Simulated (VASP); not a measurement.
# Ge5Pt3 (Pm-3m) in VASP: further runs

Ge5Pt3 is run at these levels: PBE; tasks: relaxation of cell and atoms, single point.

Everything below comes from runs of VASP 6.6.1. Logs are shortened: lines on timing, memory, paths and dates and some standing lists are left out, and cuts for length are marked.

### Step 1. The cell of the first run

It takes space group Pm-3m (No. 221, cubic). The conventional cell has a = 4.735 Å, b = 4.735 Å, c = 4.735 Å, α = 90.00°, β = 90.00°, γ = 90.00°. Within 3.1 Å of Ge (site symmetry m-3m) lie 6 Pt at 2.37 Å. Within 3.1 Å of Ge (site symmetry m-3m) lie 6 Ge at 2.37 Å. Ge (site symmetry 4/mmm) has 2 Ge at 2.37 Å and 4 Pt at 2.37 Å within 3.1 Å. Pt (site symmetry 4/mmm) has 6 Ge at 2.37 Å within 3.1 Å.

### Step 2. Relaxation of cell and atoms, PBE

Input file INCAR:

```
ALGO = Normal ; EDIFF = 1E-7
EDIFFG = -0.04 ; ENCUT = 500
GGA = PE ; GGA_COMPAT = F
IBRION = 2 ; ISIF = 3
ISMEAR = 0 ; LASPH = T
LCHARG = F ; LREAL = F
LWAVE = F ; NELM = 120
NELMIN = 4 ; NSW = 90
PREC = Accurate ; SIGMA = 0.1
```

Input file KPOINTS:

```
k-points
0
Gamma
  4 4 4
```

Input file POSCAR:

```
Ge5Pt3
1.0
    4.7354654500      0.0000000000      0.0000000000
    0.0000000000      4.7354654500      0.0000000000
    0.0000000000      0.0000000000      4.7354654500
Ge Pt
5 3
Direct
    0.0000000000      0.0000000000      0.0000000000
    0.5000000000      0.5000000000      0.5000000000
    0.0000000000      0.5000000000      0.5000000000
    0.5000000000      0.0000000000      0.5000000000
    0.5000000000      0.5000000000      0.0000000000
    0.5000000000      0.0000000000      0.0000000000
    0.0000000000      0.5000000000      0.0000000000
    0.0000000000      0.0000000000      0.5000000000
```

Potentials or basis: VASP PAW PBE potentials, release 64 (Ge_d, Pt).

On the command line:

```console
> cat potpaw_PBE.64/Ge_d/POTCAR potpaw_PBE.64/Pt/POTCAR > POTCAR
> mpirun -np 1 vasp_std > vasp.out
```

OUTCAR:

```text
EDIFF = 1E-7
   EDIFFG = -0.04
   ENCUT = 500
   GGA = PE
   IBRION = 2
   ISIF = 3
   ISMEAR = 0
   LASPH = T
   LREAL = F
   NELM = 120
   NELMIN = 4
   NSW = 90
   PREC = Accurate

 ion  position               nearest neighbor table
   1  0.000  0.000  0.000-   6 2.37   7 2.37   8 2.37   8 2.37   7 2.37   6 2.37
   2  0.500  0.500  0.500-   3 2.37   4 2.37   5 2.37   5 2.37   4 2.37   3 2.37
   3  0.000  0.500  0.500-   2 2.37   7 2.37   8 2.37   7 2.37   8 2.37   2 2.37
   4  0.500  0.000  0.500-   2 2.37   6 2.37   8 2.37   6 2.37   2 2.37   8 2.37
   5  0.500  0.500  0.000-   2 2.37   6 2.37   7 2.37   2 2.37   6 2.37   7 2.37
   6  0.500  0.000  0.000-   1 2.37   4 2.37   5 2.37   4 2.37   5 2.37   1 2.37   8 3.35   8 3.35
                             7 3.35   7 3.35   7 3.35   8 3.35   8 3.35   7 3.35
   7  0.000  0.500  0.000-   1 2.37   3 2.37   5 2.37   3 2.37   1 2.37   5 2.37   8 3.35   8 3.35
                             6 3.35   8 3.35   8 3.35   6 3.35   6 3.35   6 3.35
   8  0.000  0.000  0.500-   1 2.37   3 2.37   4 2.37   1 2.37   3 2.37   4 2.37   6 3.35   7 3.35
                             7 3.35   7 3.35   7 3.35   6 3.35   6 3.35   6 3.35

  LATTYP: Found a simple cubic cell.
 ALAT       =     4.7354654500

  Lattice vectors:

 A1 = (   4.7354654500,   0.0000000000,   0.0000000000)
 A2 = (   0.0000000000,   4.7354654500,   0.0000000000)
 A3 = (   0.0000000000,   0.0000000000,   4.7354654500)

Analysis of symmetry for initial positions (statically):
=====================================================================
 Subroutine PRICEL returns:
 Original cell was already a primitive cell.

 Routine SETGRP: Setting up the symmetry group for a
 simple cubic supercell.

 Subroutine GETGRP returns: Found 48 space group operations
 (whereof 48 operations were pure point group operations)
 out of a pool of 48 trial point group operations.

The static configuration has the point symmetry O_h .

Analysis of symmetry for dynamics (positions and initial velocities):
=====================================================================
 Subroutine PRICEL returns:
 Original cell was already a primitive cell.

 Routine SETGRP: Setting up the symmetry group for a
 simple cubic supercell.

 Subroutine GETGRP returns: Found 48 space group operations
 (whereof 48 operations were pure point group operations)
 out of a pool of 48 trial point group operations.

The dynamic configuration has the point symmetry O_h .

 Subroutine INISYM returns: Found 48 space group operations
 (whereof 48 operations are pure point group operations),
 and found     1 'primitive' translations

----------------------------------------------------------------------------------------

                                     Primitive cell

  volume of cell :     106.1911

  direct lattice vectors                    reciprocal lattice vectors
     4.735465450  0.000000000  0.000000000     0.211172484  0.000000000  0.000000000
     0.000000000  4.735465450  0.000000000     0.000000000  0.211172484  0.000000000
     0.000000000  0.000000000  4.735465450     0.000000000  0.000000000  0.211172484

  length of vectors
     4.735465450  4.735465450  4.735465450     0.211172484  0.211172484  0.211172484

  position of ions in fractional coordinates (direct lattice)
     0.000000000  0.000000000  0.000000000
     0.500000000  0.500000000  0.500000000
     0.000000000  0.500000000  0.500000000
     0.500000000  0.000000000  0.500000000
     0.500000000  0.500000000  0.000000000
     0.500000000  0.000000000  0.000000000
     0.000000000  0.500000000  0.000000000
     0.000000000  0.000000000  0.500000000

  ion indices of the primitive-cell ions
   primitive index   ion index
                 1           1
                 2           2
                 3           3
                 4           4
                 5           5
                 6           6
                 7           7
                 8           8

----------------------------------------------------------------------------------------

 KPOINTS: k-points

Automatic generation of k-mesh.
 Grid dimensions read from file:
 generate k-points for:    4    4    4

 Generating k-lattice:

  Cartesian coordinates                     Fractional coordinates (reciprocal lattice)
     0.052793121  0.000000000  0.000000000     0.250000000  0.000000000  0.000000000
     0.000000000  0.052793121  0.000000000     0.000000000  0.250000000  0.000000000
     0.000000000  0.000000000  0.052793121     0.000000000  0.000000000  0.250000000

  Length of vectors
     0.052793121  0.052793121  0.052793121

  Shift w.r.t. Gamma in fractional coordinates (k-lattice)
     0.000000000  0.000000000  0.000000000

 Subroutine IBZKPT returns following result:
 ===========================================

 Found     10 irreducible k-points:

 Following reciprocal coordinates:
            Coordinates               Weight
  0.000000  0.000000  0.000000      1.000000
  0.250000  0.000000  0.000000      6.000000
  0.500000  0.000000  0.000000      3.000000
  0.250000  0.250000  0.000000     12.000000
  0.500000  0.250000  0.000000     12.000000
  0.500000  0.500000  0.000000      3.000000
  0.250000  0.250000  0.250000      8.000000
  0.500000  0.250000  0.250000     12.000000
  0.500000  0.500000  0.250000      6.000000
  0.500000  0.500000  0.500000      1.000000
   k-points           NKPTS =     10   k-points in BZ     NKDIM =     10   number of bands    NBANDS=     60
   number of dos      NEDOS =    301   number of ions     NIONS =      8
   total plane-waves  NPLWV =  46656
   dimension x,y,z NGX =    36 NGY =   36 NGZ =   36
   dimension x,y,z NGXF=    72 NGYF=   72 NGZF=   72
   ions per type =               5   3
   NGX,Y,Z   is equivalent  to a cutoff of  12.64, 12.64, 12.64 a.u.
   NGXF,Y,Z  is equivalent  to a cutoff of  25.28, 25.28, 25.28 a.u.
 SYSTEM =  unknown system
   PREC   = accura    normal or accurate (medium, high low for compatibility)
   ISTART =      0    job   : 0-new  1-cont  2-samecut
   ICHARG =      2    charge: 1-file 2-atom 10-const
   ISPIN  =      1    spin polarized calculation?
   LNONCOLLINEAR =      F non collinear calculations
   LSORBIT =      F    spin-orbit coupling
   LASPH  =      T    aspherical Exc in radial PAW
   ENCUT  =  500.0 eV  36.75 Ry    6.06 a.u.   8.63  8.63  8.63*2*pi/ulx,y,z
   NELM   =    120;   NELMIN=  4; NELMDL= -5     # of ELM steps
   EDIFF  = 0.1E-06   stopping-criterion for ELM
   LREAL  =      F    real-space projection
   EDIFFG = -.4E-01   stopping-criterion for IOM
   NSW    =     90    number of steps for IOM
   IBRION =      2    ionic relax: 0-MD 1-quasi-New 2-CG
   NFREE  =      1    steps in history (QN), initial steepest desc. (CG)
   ISIF   =      3    stress and relaxation
   ISYM   =      2    0-nonsym 1-usesym 2-fastsym
   POTIM  = 0.5000    time-step for ionic-motion
   TEBEG  =    0.0;   TEEND  =   0.0 temperature during run
   PSTRESS=    0.0 pullay stress
   NELECT =     100.0000    total number of electrons
   NUPDOWN=      -1.0000    fix difference up-down
   EMIN   =  10.00;   EMAX   =-10.00  energy-range for DOS
   EFERMI =   0.00;   METHOD = LEGACY
   ISMEAR =     0;   SIGMA  =   0.10  broadening in eV -4-tet -1-fermi 0-gaus
   EFERMI_NEDOS =   21; number of points for ismear=-14 and -15
   IALGO  =     38    algorithm
   IMIX   =      4    mixing-type and parameters
     AMIX     =   0.40;   BMIX     =  1.00
     AMIX_MAG =   1.60;   BMIX_MAG =  1.00
  volume/ion in A,a.u.               =      13.27        89.58
  Fermi-wavevector in a.u.,A,eV,Ry     =   1.604644  3.032338 35.033422  2.574884
  Thomas-Fermi vector in A             =   2.701116
   LORBIT       =      0    0 simple, 1 ext, 2 COOP (PROOUT), +10 PAW based schemes
   GGA     = PE    functional components
   LHFCALC =     F    Hartree Fock is set to
   AEXX    =    0.0000 exact exchange contribution
   IVDW    =     0    specifies the selected vdW correction
   LEPSILON=     F    determine dielectric tensor
   LRPA    =     F    only Hartree local field effects (RPA)
 conjugate gradient relaxation of ions
 non-spin polarized calculation
 Gauss-broadening in eV      SIGMA  =   0.10
  energy-cutoff  :      500.00
  volume of cell :      106.19
 maximum number of plane-waves:      2730
 NGX is ok and might be reduce to    36
   NGX = 17   NGY = 17   NGZ = 17

--------------------------------------- Ionic step        1  -------------------------------------------

 number of electron     100.0000103 magnetization

 Free energy of the ion-electron system (eV)
  ---------------------------------------------------
  ext. energy  EPLUGINS =         0.00000000
  ---------------------------------------------------
  free energy    TOTEN  =       -34.50675431 eV

  energy without entropy =      -34.48225954  energy(sigma->0) =      -34.49450692

 E-fermi :  11.9152     XC(G=0): -13.4714

 val. band max:       11.8156143348   @ k =   0.2500   0.2500   0.0000
 cond. band min:      11.9231942455   @ k =   0.2500   0.0000   0.0000
 fundamental gap:      0.1075799107
 Fermi energy:        11.9151568206

 k-point     1 :       0.0000    0.0000    0.0000
  band No.  band energies     occupation
      1     -13.3784      2.00000
      2     -13.3784      2.00000
      3     -13.2821      2.00000
      4     -13.2821      2.00000
      5     -13.2821      2.00000
      6     -13.0491      2.00000
[... 1404 lines left out ...]
 POSITION                                       TOTAL-FORCE (eV/Angst)
 -----------------------------------------------------------------------------------
      0.00000      0.00000      0.00000        -0.000000      0.000000      0.000000
      2.64007      2.64007      2.64007        -0.000000     -0.000000      0.000000
      0.00000      2.64007      2.64007         0.000000     -0.000000      0.000000
      2.64007     -0.00000      2.64007        -0.000000     -0.000000      0.000000
      2.64007      2.64007      0.00000         0.000000      0.000000      0.000000
      2.64007      0.00000      0.00000        -0.000000      0.000000      0.000000
      0.00000      2.64007     -0.00000        -0.000000      0.000000      0.000000
     -0.00000     -0.00000      2.64007        -0.000000      0.000000      0.000000
 -----------------------------------------------------------------------------------
    total drift:                                0.000000      0.000000      0.000000

  FREE ENERGIE OF THE ION-ELECTRON SYSTEM (eV)
  ---------------------------------------------------
  free  energy   TOTEN  =       -41.2244515778 eV

  energy  without entropy=      -41.1804356574  energy(sigma->0) =      -41.20244362

--------------------------------------- Ionic step        5  -------------------------------------------

 number of electron      99.9999975 magnetization

 Free energy of the ion-electron system (eV)
  ---------------------------------------------------
  ext. energy  EPLUGINS =         0.00000000
  ---------------------------------------------------
  free energy    TOTEN  =       -41.23884293 eV

  energy without entropy =      -41.19345711  energy(sigma->0) =      -41.21615002

 E-fermi :   7.2048     XC(G=0): -11.7189

 val. band max:        7.1560618636   @ k =   0.2500   0.2500   0.0000
 cond. band min:       7.2072466247   @ k =   0.5000   0.2500   0.0000
 fundamental gap:      0.0511847611
 Fermi energy:         7.2048481105

 k-point     1 :       0.0000    0.0000    0.0000
  band No.  band energies     occupation
      1     -17.2406      2.00000
      2     -17.2406      2.00000
      3     -17.2081      2.00000
      4     -17.2081      2.00000
      5     -17.2076      2.00000
      6     -17.2076      2.00000
[... 632 lines left out ...]
 VOLUME and BASIS-vectors are now :
 -----------------------------------------------------------------------------
  energy-cutoff  :      500.00
  volume of cell :      144.66
      direct lattice vectors                 reciprocal lattice vectors
     5.249508271  0.000000000  0.000000000     0.190494033 -0.000000000  0.000000000
     0.000000000  5.249508271 -0.000000000    -0.000000000  0.190494033  0.000000000
    -0.000000000 -0.000000000  5.249508271    -0.000000000  0.000000000  0.190494033

 POSITION                                       TOTAL-FORCE (eV/Angst)
 -----------------------------------------------------------------------------------
      0.00000      0.00000      0.00000        -0.000000      0.000000      0.000000
      2.62475      2.62475      2.62475        -0.000000     -0.000000      0.000000
      0.00000      2.62475      2.62475         0.000000     -0.000000      0.000000
      2.62475     -0.00000      2.62475        -0.000000     -0.000000      0.000000
      2.62475      2.62475      0.00000         0.000000      0.000000      0.000000
      2.62475      0.00000      0.00000        -0.000000      0.000000      0.000000
      0.00000      2.62475     -0.00000        -0.000000      0.000000      0.000000
     -0.00000     -0.00000      2.62475        -0.000000      0.000000      0.000000
 -----------------------------------------------------------------------------------
    total drift:                                0.000000      0.000000      0.000000

  FREE ENERGIE OF THE ION-ELECTRON SYSTEM (eV)
  ---------------------------------------------------
  free  energy   TOTEN  =       -41.2388429279 eV

  energy  without entropy=      -41.1934571103  energy(sigma->0) =      -41.21615002

 reached required accuracy - stopping structural energy minimisation
```

It took 2.3 min on 1 thread of Intel Xeon 6975P-C (Granite Rapids), shared host; peak memory 0.24 GiB.

Results:

```
Free energy                            : -41.2388 eV
Relaxed volume                         : 18.08 Å³/atom
Relaxed cell                           : a = 5.250 Å, b = 5.250 Å, c = 5.250 Å, α = 90.00°, β = 90.00°, γ = 90.00°
Space group after relaxing (to 0.05 Å) : Pm-3m (No. 221)
Energy gained by relaxing              : 841.5 meV/atom
Ionic steps                            : 5
Pressure after relaxing                : 0.1 GPa
Band gap on the k mesh                 : zero (band 50 reaches 9.79 eV, above the bottom of band 51 at 7.16 eV)
```

Step by step:
| step | energy change (eV) | largest force (eV/Å) | pressure (GPa) | volume (Å³) |
| --- | --- | --- | --- | --- |
| 1 | 0.0000 | 0.0000 | 76.94 | 106.19 |
| 2 | 0.9733 | 0.0000 | -16.65 | 237.38 |
| 3 | -6.6510 | 0.0000 | -4.16 | 150.74 |
| 4 | -6.7177 | 0.0000 | -1.84 | 147.21 |
| 5 | -6.7321 | 0.0000 | 0.06 | 144.66 |

Final structure:
```
Ge Pt
1.0
     5.24951    0.00000    0.00000
     0.00000    5.24951    0.00000
     0.00000    0.00000    5.24951
Ge Pt
5 3
Direct
  0.00000 0.00000 0.00000
  0.50000 0.50000 0.50000
  0.00000 0.50000 0.50000
  0.50000 0.00000 0.50000
  0.50000 0.50000 0.00000
  0.50000 0.00000 0.00000
  0.00000 0.50000 0.00000
  0.00000 0.00000 0.50000
```

Levels at points of the mesh, in eV from the Fermi level:
```tsv
k point	band 47	band 48	band 49	band 50	band 51	band 52	band 53	band 54
(0.00, 0.00, 0.00)	-1.10	-1.10	-1.06	-1.06	0.01	0.01	0.01	1.36
(0.50, 0.00, 0.00)	-1.29	-1.23	-1.10	-0.36	1.02	1.31	1.31	1.59
(0.50, 0.50, 0.00)	-0.61	-0.61	-0.55	0.16	0.16	1.09	1.66	2.97
(0.50, 0.50, 0.50)	-1.48	-1.48	2.59	2.59	2.59	2.59	2.59	5.46
```

Caveat: the volume moved by over 15 % at a fixed basis, so the end points are rough; spin-orbit coupling is left out, which moves the levels of the heavy elements.

(Continued in part 2 of 2.)
